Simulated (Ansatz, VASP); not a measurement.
## Two plane-wave programs on TiN

Contents of INCAR:

```
  ALGO = Normal
  DIPOL = 0.5 0.5 0.500
  EDIFF = 1E-6
  ENCUT = 520
  GGA = PS
  IDIPOL = 3
  ISIF = 2
  ISMEAR = 0
  LASPH = True
  LCHARG = True
  LDIPOL = True
  LELF = True
  LREAL = Auto
  LVACPOTAV = True
  LVHAR = True
  LWAVE = False
  NBANDS = 82
  NELM = 80
  PREC = Accurate
  SIGMA = 0.1
```

KPOINTS

```
k-points
0
Gamma
  12 8 1
```

File POSCAR:

```
TiN
1.0
    2.9726300482      0.0000000000      0.0000000000
    0.0000000000      4.2039337300      0.0000000000
    0.0000000000      0.0000000000     25.4042051685
Ti N
8 8
Direct
    0.5000000000      0.5000000000      0.2952267135
    0.0000000000      0.0000000000      0.3537333668
    0.5000000000      0.5000000000      0.4122400201
    0.0000000000      0.0000000000      0.4707466734
    0.5000000000      0.5000000000      0.5292533266
    0.0000000000      0.0000000000      0.5877599799
    0.5000000000      0.5000000000      0.6462666332
    0.0000000000      0.0000000000      0.7047732865
    0.5000000000      0.0000000000      0.2952267135
    0.0000000000      0.5000000000      0.3537333668
    0.5000000000      0.0000000000      0.4122400201
    0.0000000000      0.5000000000      0.4707466734
    0.5000000000      0.0000000000      0.5292533266
    0.0000000000      0.5000000000      0.5877599799
    0.5000000000      0.0000000000      0.6462666332
    0.0000000000      0.5000000000      0.7047732865
```

Input for Ansatz:

```yaml
crystal:
  lattice:
    - [2.9726300482, 0.0, 0.0]
    - [0.0, 4.20393373, 0.0]
    - [0.0, 0.0, 25.4042051685]
  atoms:
    - { symbol: Ti, position: [0.5, 0.5, 0.2952267135] }
    - { symbol: "N", position: [0.5, 0.0, 0.2952267135] }
    - { symbol: Ti, position: [0.0, 0.0, 0.3537333668] }
    - { symbol: "N", position: [0.0, 0.5, 0.3537333668] }
    - { symbol: Ti, position: [0.5, 0.5, 0.4122400201] }
    - { symbol: "N", position: [0.5, 0.0, 0.4122400201] }
    - { symbol: Ti, position: [0.0, 0.0, 0.4707466734] }
    - { symbol: "N", position: [0.0, 0.5, 0.4707466734] }
    - { symbol: Ti, position: [0.5, 0.5, 0.5292533266] }
    - { symbol: "N", position: [0.5, 0.0, 0.5292533266] }
    - { symbol: Ti, position: [0.0, 0.0, 0.5877599799] }
    - { symbol: "N", position: [0.0, 0.5, 0.5877599799] }
    - { symbol: Ti, position: [0.5, 0.5, 0.6462666332] }
    - { symbol: "N", position: [0.5, 0.0, 0.6462666332] }
    - { symbol: Ti, position: [0.0, 0.0, 0.7047732865] }
    - { symbol: "N", position: [0.0, 0.5, 0.7047732865] }
basis:
  ecutwfc: 420
kpoints:
  mp_grid: { grid: [12, 8, 1] }
hamiltonian:
  xc: pbesol
scf:
  occupations: { method: gaussian, width: 0.1 }
output:
  forces: true
  stress: true
  eigenvalues: true
efield:
  axis: 3
  dipole_correction: true
  ramp_width: 0.04
```

Alike in both runs: task single point; functional PBEsol; k mesh 12 × 8 × 1; occupations gaussian, width 0.1 eV; no spin polarisation.

```csv
,VASP,Ansatz
version,VASP 6.6.1,Ansatz 0.2.0
potentials or method,"VASP PAW PBE potentials, release 64 (Ti_sv, N), cutoff 520 eV","scalar-relativistic, plane waves, PAW"
valence electrons in the cell,136,136
```

|  | VASP | Ansatz | Ansatz less VASP |
| --- | --- | --- | --- |
| gap on the k mesh at the Fermi level (eV) | none | none | - |
| rms of the force components (eV/Å) | 0.593 | 0.594 | +0.0005 |
| work function, face that differs most (eV) | 3.17 | 3.17 | +0.004 |

VASP's potentials were made for PBE, not for PBEsol. A gap of «none» marks a metal or a gap that the smearing closes. With one functional, cell and mesh, what is left measures potentials, basis and numerics.
